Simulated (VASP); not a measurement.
Wanted: the native input for a VASP 6.6.1 run.

* Task: single point
* Functional: LDA
* Potentials or basis: VASP PAW LDA potentials, release 64 (Ir)
* Cutoff: 520 eV
* k mesh: 20 × 20 × 20
* Occupations: gaussian, width 0.15 eV
* Spin: no spin polarisation
* Dipole correction: no
* Further INCAR settings: ALGO = Fast; EDIFF = 1e-07; NBANDS = 10

The structure of Ir lies in POSCAR:

```
Ir
1.0
   -0.1571959003      1.8006075858      1.8006075858
    1.7482089524     -0.1047972669      1.7482089524
    1.9054048527      1.9054048527     -0.2619931672
Ir
1
Direct
    0.0000000000      0.0000000000      0.0000000000
```

This cell differs from its parent crystal: engineering shear strain xz -0.1650, engineering shear strain yz -0.1100.

The input as run:

INCAR

```
SYSTEM = Ir
  ALGO = Fast
  EDIFF = 1E-7
  ENCUT = 520
  GGA = CA
  ISIF = 2
  ISMEAR = 0
  LASPH = .TRUE.
  LCHARG = .FALSE.
  LREAL = .FALSE.
  LWAVE = .FALSE.
  NBANDS = 10
  NELM = 60
  PREC = Accurate
  SIGMA = 0.15
```

KPOINTS

```
k-points
0
G
  20 20 20
  0 0 0
```

Potentials or basis: VASP PAW LDA potentials, release 64 (Ir).

Command:

```console
$ cat potpaw_LDA.64/Ir/POTCAR > POTCAR
$ mpirun -np 1 vasp_std > vasp.out
```

It gave:

* Pressure: 24.1 GPa
* Band gap on the k mesh: zero (an odd number of electrons rules out a gap without spin polarisation)

Caveat: the cell differs from its parent crystal (engineering shear strain xz -0.1650, engineering shear strain yz -0.1100); the cell stands under pressure; spin-orbit coupling is left out, which moves the levels of the heavy elements.

Run time: 7.6 min on 1 thread of Intel(R) Xeon(R) Platinum 8259CL CPU @ 2.50GHz (Skylake/Cascade Lake), on a shared host, peak memory 0.65 GiB.
